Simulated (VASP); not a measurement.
Runs of VASP 6.6.1 on LaH3. The structure is that of space group Fm-3m (No. 225), or close to it. The cells are those of the table. 

| cell | pressure (GPa) | largest force (eV/Å) |
| --- | --- | --- |
| a = 3.980 Å, angles 58.7°, 4 atoms | -0.3 | 0.02 |
| a = 3.960 Å, angles 59.3°, 4 atoms | -0.4 | 0.01 |
| a = 3.941 Å, angles 60.0°, 4 atoms | -0.4 | - |
| a = 3.921 Å, angles 60.7°, 4 atoms | -0.4 | 0.02 |
| a = 3.902 Å, angles 61.3°, 4 atoms | -0.3 | (a) |

Alike in all rows: task single point; level r2SCAN; potentials or basis VASP PAW PBE potentials, release 64 (La, H); no spin polarisation; k mesh 11 × 11 × 11; cutoff (eV) 520; smearing fermi-dirac 0.1 eV.

Estimate the missing entries.

(a) 0.05.

Caveats: the PAW data sets were made with another functional, which shifts forces and pressure a little.
